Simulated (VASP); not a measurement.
# SiC (P6_3/mmc) in VASP: further runs

SiC is run at these levels: PBE; tasks: single point.

Program: VASP 6.6.1. These are calculated values, not measurements. Logs are shortened: lines on timing, memory, paths and dates and some standing lists are left out, and cuts for length are marked.

### Step 1. The cell of the first run

Symmetry: P6_3/mmc, No. 194, hexagonal system. Conventional cell: a = 3.100 Å, b = 3.100 Å, c = 4.771 Å, α = 90.00°, β = 90.00°, γ = 120.00°. Within 2.4 Å of Si (site symmetry -6m2) lie 5 C at 1.79 to 2.39 Å. Within 2.4 Å of C (site symmetry -6m2) lie 5 Si at 1.79 to 2.39 Å.

### Step 2. Single point, PBE (volume changed by -6%)

Input file INCAR:

```
SYSTEM = SiC
  PREC = Accurate
  ENCUT = 520
  EDIFF = 1E-6
  ISMEAR = -1
  SIGMA = 0.02
  LREAL = .False.
  LASPH = .True.
  NELM = 100
  ALGO = Normal
  ISIF = 2
  LWAVE = .False.
  LCHARG = .True.
  GGA = PE
  LELF = .True.
  LVHAR = .True.
  NBANDS = 16
```

Input file KPOINTS:

```
regular mesh
0
Gamma
  9 9 4
  0 0 0
```

Input file POSCAR:

```
SiC
1.0
    3.1002551151      0.0000000000      0.0000000000
   -1.5501275575      2.6848996879      0.0000000000
    0.0000000000      0.0000000000      4.7707236429
Si C
2 2
Direct
    0.3333333333      0.6666666667      0.2500000000
    0.6666666667      0.3333333333      0.7500000000
    0.6666666667      0.3333333333      0.2500000000
    0.3333333333      0.6666666667      0.7500000000
```

Potentials or basis: VASP PAW PBE potentials, release 64 (Si, C).

Run with:

```console
> cat potpaw_PBE.64/Si/POTCAR potpaw_PBE.64/C/POTCAR > POTCAR
> mpirun -np 1 vasp_std > vasp.out
```

OUTCAR:

```text
SYSTEM = SiC
   PREC = Accurate
   ENCUT = 520
   EDIFF = 1E-6
   ISMEAR = -1
   LREAL = .False.
   LASPH = .True.
   NELM = 100
   ISIF = 2
   GGA = PE

 ion  position               nearest neighbor table
   1  0.333  0.667  0.250-   3 1.79   3 1.79   3 1.79   4 2.39   4 2.39   2 2.98   2 2.98   2 2.98
                             2 2.98   2 2.98   2 2.98
   2  0.667  0.333  0.750-   4 1.79   4 1.79   4 1.79   3 2.39   3 2.39   1 2.98   1 2.98   1 2.98
                             1 2.98   1 2.98   1 2.98
   3  0.667  0.333  0.250-   1 1.79   1 1.79   1 1.79   2 2.39   2 2.39
   4  0.333  0.667  0.750-   2 1.79   2 1.79   2 1.79   1 2.39   1 2.39

  LATTYP: Found a hexagonal cell.
 ALAT       =     3.1002551151
 C/A-ratio  =     1.5388164734

  Lattice vectors:

 A1 = (   3.1002551151,   0.0000000000,   0.0000000000)
 A2 = (  -1.5501275575,   2.6848996879,   0.0000000000)
 A3 = (   0.0000000000,   0.0000000000,   4.7707236429)

Analysis of symmetry for initial positions (statically):
=====================================================================
 Subroutine PRICEL returns:
 Original cell was already a primitive cell.

 Routine SETGRP: Setting up the symmetry group for a
 hexagonal supercell.

 Subroutine GETGRP returns: Found 24 space group operations
 (whereof 12 operations were pure point group operations)
 out of a pool of 24 trial point group operations.

The static configuration has the point symmetry D_3d.
 The point group associated with its full space group is D_6h.

Analysis of symmetry for dynamics (positions and initial velocities):
=====================================================================
 Subroutine PRICEL returns:
 Original cell was already a primitive cell.

 Routine SETGRP: Setting up the symmetry group for a
 hexagonal supercell.

 Subroutine GETGRP returns: Found 24 space group operations
 (whereof 12 operations were pure point group operations)
 out of a pool of 24 trial point group operations.

The dynamic configuration has the point symmetry D_3d.
 The point group associated with its full space group is D_6h.

 Subroutine INISYM returns: Found 24 space group operations
 (whereof 12 operations are pure point group operations),
 and found     1 'primitive' translations

----------------------------------------------------------------------------------------

                                     Primitive cell

  volume of cell :      39.7109

  direct lattice vectors                    reciprocal lattice vectors
     3.100255115  0.000000000  0.000000000     0.322554101  0.186226697  0.000000000
    -1.550127557  2.684899688  0.000000000     0.000000000  0.372453394  0.000000000
     0.000000000  0.000000000  4.770723643     0.000000000  0.000000000  0.209611806

  length of vectors
     3.100255115  3.100255115  4.770723643     0.372453394  0.372453394  0.209611806

  position of ions in fractional coordinates (direct lattice)
     0.333333333  0.666666667  0.250000000
     0.666666667  0.333333333  0.750000000
     0.666666667  0.333333333  0.250000000
     0.333333333  0.666666667  0.750000000

  ion indices of the primitive-cell ions
   primitive index   ion index
                 1           1
                 2           2
                 3           3
                 4           4

----------------------------------------------------------------------------------------

 KPOINTS: regular mesh

Automatic generation of k-mesh.
 Grid dimensions read from file:
 generate k-points for:    9    9    4

 Generating k-lattice:

  Cartesian coordinates                     Fractional coordinates (reciprocal lattice)
     0.035839345  0.020691855  0.000000000     0.111111111  0.000000000  0.000000000
     0.000000000  0.041383710  0.000000000     0.000000000  0.111111111  0.000000000
     0.000000000  0.000000000  0.052402952     0.000000000  0.000000000  0.250000000

  Length of vectors
     0.041383710  0.041383710  0.052402952

  Shift w.r.t. Gamma in fractional coordinates (k-lattice)
     0.000000000  0.000000000  0.000000000

 Subroutine IBZKPT returns following result:
 ===========================================

 Found     36 irreducible k-points:

 Following reciprocal coordinates:
            Coordinates               Weight
  0.000000  0.000000  0.000000      1.000000
  0.111111  0.000000  0.000000      6.000000
  0.222222  0.000000  0.000000      6.000000
  0.333333  0.000000  0.000000      6.000000
  0.444444  0.000000  0.000000      6.000000
  0.111111  0.111111  0.000000      6.000000
[... 16 lines left out ...]
  0.333333  0.222222  0.250000     24.000000
  0.333333  0.333333  0.250000      4.000000
 [... further k-points ...]
   k-points           NKPTS =     36   k-points in BZ     NKDIM =     36   number of bands    NBANDS=     16
   number of dos      NEDOS =    301   number of ions     NIONS =      4
   total plane-waves  NPLWV =  20736
   dimension x,y,z NGX =    24 NGY =   24 NGZ =   36
   dimension x,y,z NGXF=    48 NGYF=   48 NGZF=   72
   ions per type =               2   2
   NGX,Y,Z   is equivalent  to a cutoff of  12.87, 12.87, 12.54 a.u.
   NGXF,Y,Z  is equivalent  to a cutoff of  25.74, 25.74, 25.09 a.u.
 SYSTEM =  SiC
   PREC   = accura    normal or accurate (medium, high low for compatibility)
   ISTART =      0    job   : 0-new  1-cont  2-samecut
   ICHARG =      2    charge: 1-file 2-atom 10-const
   ISPIN  =      1    spin polarized calculation?
   LNONCOLLINEAR =      F non collinear calculations
   LSORBIT =      F    spin-orbit coupling
   LASPH  =      T    aspherical Exc in radial PAW
   ENCUT  =  520.0 eV  38.22 Ry    6.18 a.u.   5.76  5.76  8.87*2*pi/ulx,y,z
   NELM   =    100;   NELMIN=  2; NELMDL= -5     # of ELM steps
   EDIFF  = 0.1E-05   stopping-criterion for ELM
   LREAL  =      F    real-space projection
   EDIFFG = 0.1E-04   stopping-criterion for IOM
   NSW    =      0    number of steps for IOM
   IBRION =     -1    ionic relax: 0-MD 1-quasi-New 2-CG
   NFREE  =      0    steps in history (QN), initial steepest desc. (CG)
   ISIF   =      2    stress and relaxation
   ISYM   =      2    0-nonsym 1-usesym 2-fastsym
   POTIM  = 0.5000    time-step for ionic-motion
   TEBEG  =    0.0;   TEEND  =   0.0 temperature during run
   PSTRESS=    0.0 pullay stress
   NELECT =      16.0000    total number of electrons
   NUPDOWN=      -1.0000    fix difference up-down
   EMIN   =  10.00;   EMAX   =-10.00  energy-range for DOS
   EFERMI =   0.00;   METHOD = LEGACY
   ISMEAR =    -1;   SIGMA  =   0.02  broadening in eV -4-tet -1-fermi 0-gaus
   EFERMI_NEDOS =   21; number of points for ismear=-14 and -15
   IALGO  =     38    algorithm
   IMIX   =      4    mixing-type and parameters
     AMIX     =   0.40;   BMIX     =  1.00
     AMIX_MAG =   1.60;   BMIX_MAG =  1.00
  volume/ion in A,a.u.               =       9.93        67.00
  Fermi-wavevector in a.u.,A,eV,Ry     =   1.209145  2.284952 19.892135  1.462031
  Thomas-Fermi vector in A             =   2.344731
   LORBIT       =      0    0 simple, 1 ext, 2 COOP (PROOUT), +10 PAW based schemes
   GGA     = PE    functional components
   LHFCALC =     F    Hartree Fock is set to
   AEXX    =    0.0000 exact exchange contribution
   IVDW    =     0    specifies the selected vdW correction
   LEPSILON=     F    determine dielectric tensor
   LRPA    =     F    only Hartree local field effects (RPA)
 non-spin polarized calculation
  energy-cutoff  :      520.00
  volume of cell :       39.71
 maximum number of plane-waves:      1085
 NGX is ok and might be reduce to    24
   NGX = 11   NGY = 11   NGZ = 17

 number of electron      16.0000001 magnetization

 Free energy of the ion-electron system (eV)
  ---------------------------------------------------
  ext. energy  EPLUGINS =         0.00000000
  ---------------------------------------------------
  free energy    TOTEN  =       -28.19917240 eV

  energy without entropy =      -28.19852790  energy(sigma->0) =      -28.19885015

 E-fermi :  10.9309     XC(G=0): -11.5524

 val. band max:       10.8845191094   @ k =   0.4444   0.0000   0.0000
 cond. band min:      10.9522680349   @ k =   0.1111   0.0000   0.0000
 fundamental gap:      0.0677489255
 Fermi energy:        10.9309380410

 k-point     1 :       0.0000    0.0000    0.0000
  band No.  band energies     occupation
      1      -7.2040      2.00000
      2      -3.2552      2.00000
      3       0.8581      2.00000
      4       6.3760      2.00000
      5       6.3760      2.00000
      6       7.8207      2.00000
[... 8 lines left out ...]
     15      17.8166      0.00000
     16      18.9987      0.00000

 k-point     2 :       0.1111    0.0000    0.0000
  band No.  band energies     occupation
      1      -6.9926      2.00000
      2      -3.0771      2.00000
      3       1.0698      2.00000
      4       5.3204      2.00000
      5       6.0577      2.00000
      6       7.1735      2.00000
[... 8 lines left out ...]
     15      17.7202      0.00000
     16      19.8367      0.00000

 k-point     3 :       0.2222    0.0000    0.0000
  band No.  band energies     occupation
      1      -6.3678      2.00000
      2      -2.5755      2.00000
      3       1.6946      2.00000
      4       3.2462      2.00000
      5       5.4240      2.00000
      6       5.6646      2.00000
[... 8 lines left out ...]
     15      18.7086      0.00000
     16      19.2564      0.00000

 k-point     4 :       0.3333    0.0000    0.0000
  band No.  band energies     occupation
      1      -5.3716      2.00000
      2      -1.9471      2.00000
      3       1.2736      2.00000
      4       2.6848      2.00000
      5       3.9240      2.00000
      6       4.8644      2.00000
[... 8 lines left out ...]
     15      18.7545      0.00000
     16      19.7432      0.00000
[... 324 lines left out ...]
 k-point    22 :       0.2222    0.2222    0.2500
  band No.  band energies     occupation
      1      -4.4764      2.00000
      2      -2.3542      2.00000
      3       1.1195      2.00000
      4       2.6188      2.00000
      5       3.5817      2.00000
      6       4.8309      2.00000
[... 8 lines left out ...]
     15      18.2729      0.00000
     16      21.2549      0.00000

 k-point    23 :       0.3333    0.2222    0.2500
  band No.  band energies     occupation
      1      -3.3583      2.00000
      2      -2.0611      2.00000
      3       0.5305      2.00000
      4       1.6622      2.00000
      5       2.5760      2.00000
      6       4.3766      2.00000
[... 8 lines left out ...]
     15      19.7377      0.00000
     16      21.3447      0.00000

 k-point    24 :       0.3333    0.3333    0.2500
  band No.  band energies     occupation
      1      -2.4657      2.00000
      2      -2.4657      2.00000
      3       1.2145      2.00000
      4       1.2145      2.00000
      5       1.6696      2.00000
      6       3.6775      2.00000
[... 8 lines left out ...]
     15      19.3928      0.00000
     16      21.0547      0.00000

 [... further k-points ...]
[... 5 lines left out ...]
  --------------------------------------------------------------------------------------
  -------------------------------------------------------------------------------------
  Total        4.8181178      4.8181178      1.3249674      0.0000000     -0.0000000      0.0000000
  in kB      194.3919330    194.3919330     53.4571785      0.0000000     -0.0000000      0.0000000
  external PRESSURE =     147.4136815 kB  Pullay stress =       0.0000000 kB

 VOLUME and BASIS-vectors are now :
 -----------------------------------------------------------------------------
  energy-cutoff  :      520.00
  volume of cell :       39.71
      direct lattice vectors                 reciprocal lattice vectors
     3.100255115  0.000000000  0.000000000     0.322554101  0.186226697  0.000000000
    -1.550127557  2.684899688  0.000000000     0.000000000  0.372453394  0.000000000
     0.000000000  0.000000000  4.770723643     0.000000000  0.000000000  0.209611806

 POSITION                                       TOTAL-FORCE (eV/Angst)
 -----------------------------------------------------------------------------------
     -0.00000      1.78993      1.19268        -0.000000      0.000000      0.000000
      1.55013      0.89497      3.57804         0.000000     -0.000000      0.000000
      1.55013      0.89497      1.19268        -0.000000      0.000000      0.000000
     -0.00000      1.78993      3.57804         0.000000     -0.000000      0.000000
 -----------------------------------------------------------------------------------
    total drift:                               -0.000000      0.000000      0.000000

  FREE ENERGIE OF THE ION-ELECTRON SYSTEM (eV)
  ---------------------------------------------------
  free  energy   TOTEN  =       -28.1991723969 eV

  energy  without entropy=      -28.1985279049  energy(sigma->0) =      -28.19885015
```

Run time: 9.7 s. Hardware: 1 thread of Intel Xeon Platinum 8488C (Sapphire Rapids), shared host; peak memory 0.15 GiB.

Results:

| Item | Value |
| --- | --- |
| Free energy | -28.1992 eV |
| Pressure | 14.7 GPa |
| Band gap on the k mesh | zero (band 8 reaches 11.19 eV, above the bottom of band 9 at 10.88 eV) |

### Step 3. Single point, PBE (volume changed by -3%)

Input file INCAR:

```
PREC = Accurate ; ENCUT = 520
EDIFF = 1E-7 ; ISMEAR = -1
SIGMA = 0.02 ; LREAL = False
LASPH = True ; NELM = 80
ALGO = Normal ; ISIF = 2
LWAVE = False ; LCHARG = True
GGA = PE ; LELF = True
LVHAR = True ; NBANDS = 16
```

Input file KPOINTS:

```
Automatic mesh
0
Gamma
  9 9 4
```

Input file POSCAR:

```
SiC
1.0
    3.1328917778      0.0000000000      0.0000000000
   -1.5664458889      2.7131638669      0.0000000000
    0.0000000000      0.0000000000      4.8209454771
Si C
2 2
Direct
    0.3333333333      0.6666666667      0.2500000000
    0.6666666667      0.3333333333      0.7500000000
    0.6666666667      0.3333333333      0.2500000000
    0.3333333333      0.6666666667      0.7500000000
```

Potentials or basis: VASP PAW PBE potentials, release 64 (Si, C).

Run with:

```console
> cat potpaw_PBE.64/Si/POTCAR potpaw_PBE.64/C/POTCAR > POTCAR
> mpirun -np 1 vasp_std > vasp.out
```

Wall time 11 s (1 thread of Intel Xeon Platinum 8488C (Sapphire Rapids), shared host); peak memory 0.15 GiB.

The run converged. Its results:

```
Free energy            : -28.2843 eV
Pressure               : 6.9 GPa
Band gap on the k mesh : zero (band 8 reaches 10.78 eV, above the bottom of band 9 at 10.43 eV)
```

Stress tensor (GPa, compression positive):
```
9.28 0.00 0.00
0.00 9.28 0.00
0.00 0.00 2.07
```

Levels at points of the mesh, in eV from the Fermi level:
| k point | band 5 | band 6 | band 7 | band 8 | band 9 | band 10 | band 11 | band 12 |
| --- | --- | --- | --- | --- | --- | --- | --- | --- |
| (0.00, 0.00, 0.00) | -4.47 | -3.06 | -3.06 | 0.26 | 1.50 | 3.93 | 3.93 | 4.06 |
| (0.00, 0.00, 0.50) | -3.82 | -3.82 | -3.82 | -3.82 | 2.90 | 2.90 | 4.55 | 4.55 |

(Part 1 of 2 ends here.)
